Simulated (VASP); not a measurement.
A run of VASP 6.6.1 is set up as follows.

File POSCAR:

```
LiCl
1.0
    0.0000000000      2.5887433314      2.5887433314
    2.5887433314      0.0000000000      2.5887433314
    2.5887433314      2.5887433314      0.0000000000
Cl Li
1 1
Direct
    0.5000000000      0.5000000000      0.5000000000
    0.0000000000      0.0000000000      0.0000000000
```

Contents of INCAR.step1:

```
  ALGO = Normal
  EDIFF = 1E-5
  ENCUT = 520
  GGA = PE
  ISIF = 2
  ISMEAR = -1
  LASPH = True
  LCHARG = False
  LREAL = False
  LWAVE = True
  NBANDS = 12
  NELM = 60
  PREC = Accurate
  SIGMA = 0.05
```

Contents of INCAR.step2:

```
  AEXX = 0.2
  AGGAC = 0.81
  AGGAX = 0.72
  ALDAC = 0.19
  ALGO = Normal
  EDIFF = 1E-6
  ENCUT = 520
  GGA = B3
  ISIF = 2
  ISMEAR = -1
  ISTART = 1
  LASPH = True
  LCHARG = False
  LHFCALC = True
  LREAL = False
  LWAVE = False
  NBANDS = 12
  NELM = 60
  PREC = Accurate
  PRECFOCK = Normal
  SIGMA = 0.05
```

The input KPOINTS:

```
k-points
0
Gamma
  5 5 5
```

Potentials or basis: VASP PAW PBE potentials, release 64 (Cl, Li_sv).

The run is started by

```sh
$ cat potpaw_PBE.64/Cl/POTCAR potpaw_PBE.64/Li_sv/POTCAR > POTCAR
$ cp INCAR.step1 INCAR
$ mpirun -np 1 vasp_std > vasp.out
$ cp INCAR.step2 INCAR
$ mpirun -np 1 vasp_std > vasp.out
```

(1) Predict the band gap on the k mesh.

## Answers

(1) 8.01 eV.

Caveat: the k points lie up to 0.42 Å⁻¹ apart.
